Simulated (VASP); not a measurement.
The system is Sb.

```
Sb
1.0
     3.16000    0.00000    0.00000
     0.00000    3.16000    0.00000
     0.00000    0.00000    3.16000
Sb
1
Direct
  0.00000 0.00000 0.00000
```

| Quantity | Value |
| --- | --- |
| Program | VASP 6.6.1 |
| Task | relaxation of cell and atoms |
| Functional | RPBE |
| Dispersion | D4 |
| Potentials or basis | VASP PAW PBE potentials, release 64 (Sb) |
| Cutoff | 600 eV |
| k mesh | 8 × 8 × 8 |
| Occupations | fermi-dirac, width 0.05 eV |
| Spin | no spin polarisation |

At the start: pressure -6.0 GPa; volume 31.55 Å³/atom.

**Question.** How do energy, volume and symmetry change on relaxing?

**Answer.** Over 3 steps the energy falls by 69.7 meV/atom and the volume is 28.20 Å³/atom (-10.6 %); space group Pm-3m (No. 221, to 0.05 Å).

The path:
| step | energy change (eV) | largest force (eV/Å) | pressure (GPa) | volume (Å³) |
| --- | --- | --- | --- | --- |
| 1 | 0.0000 | 0.0000 | -6.00 | 31.55 |
| 2 | -0.0450 | 0.0000 | 4.72 | 26.46 |
| 3 | -0.0697 | 0.0000 | 0.02 | 28.20 |

Final structure:
```
CELL_PARAMETERS angstrom
3.04366 0.00000 0.00000
0.00000 3.04366 0.00000
0.00000 0.00000 3.04366
ATOMIC_POSITIONS crystal
Sb 0.00000 0.00000 0.00000
```

Caveat: the PAW data sets were made with another functional, which shifts forces and pressure a little; the volume moved by -11 % from the deposited cell, more than functionals usually miss; pairwise dispersion overbinds metals, which lowers pressure and volume.
